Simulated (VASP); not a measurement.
Wanted: the native input for a VASP 6.6.1 run.

```
Task                   : single point
Functional             : PBEsol
Potentials or basis    : VASP PAW PBE potentials, release 64 (Au)
Cutoff                 : 500 eV
k mesh                 : 9 × 9 × 5
Occupations            : methfessel-paxton, width 0.1 eV
Spin                   : no spin polarisation
Dipole correction      : no
Further INCAR settings : ALGO = Normal; EDIFF = 1e-06; NBANDS = 18
```

The structure of Au lies in POSCAR:

```
Au
1.0
    2.8653282722      0.0000000000      0.0000000000
   -1.4326641361      2.4814470739      0.0000000000
    0.0000000000      0.0000000000      4.7875596214
Au
2
Direct
    0.3333333333      0.6666666667      0.7500000000
    0.6666666667      0.3333333333      0.2500000000
```

These files were run (other wordings do the same):

INCAR

```
SYSTEM = Au
PREC     = Accurate       ! precision mode
ENCUT    = 500            ! plane-wave cutoff, eV
EDIFF    = 1E-6           ! SCF threshold, eV
ISMEAR   = 1              ! smearing method
SIGMA    = 0.1            ! smearing width, eV
LREAL    = .False.        ! projectors in reciprocal space
LASPH    = .True.         ! aspherical terms in the spheres
NELM     = 120            ! most SCF steps
ALGO     = Normal         ! electronic algorithm
ISIF     = 2              ! what is computed and relaxed
LWAVE    = .False.        ! write WAVECAR
LCHARG   = .False.        ! write CHGCAR
GGA      = PS             ! functional
NBANDS   = 18             ! bands
GGA_COMPAT= .False.
```

KPOINTS

```
Automatic mesh
0
Gamma
  9 9 5
  0 0 0
```

Potentials or basis: VASP PAW PBE potentials, release 64 (Au).

Run with:

```console
$ cat potpaw_PBE.64/Au/POTCAR > POTCAR
$ mpirun -np 1 vasp_std > vasp.out
```

Results of the run:

```json
{
 "Pressure": "-0.3 GPa",
 "Band gap on the k mesh": "zero (band 11 reaches 12.93 eV, above the bottom of band 12 at 6.85 eV)"
}
```

Caveat: the PAW data sets were made with another functional, which shifts forces and pressure a little; spin-orbit coupling is left out, which moves the levels of the heavy elements.

It took 9.9 s on 1 thread of Intel(R) Xeon(R) Platinum 8559C (Emerald Rapids) (shared host), peak memory 0.15 GiB.
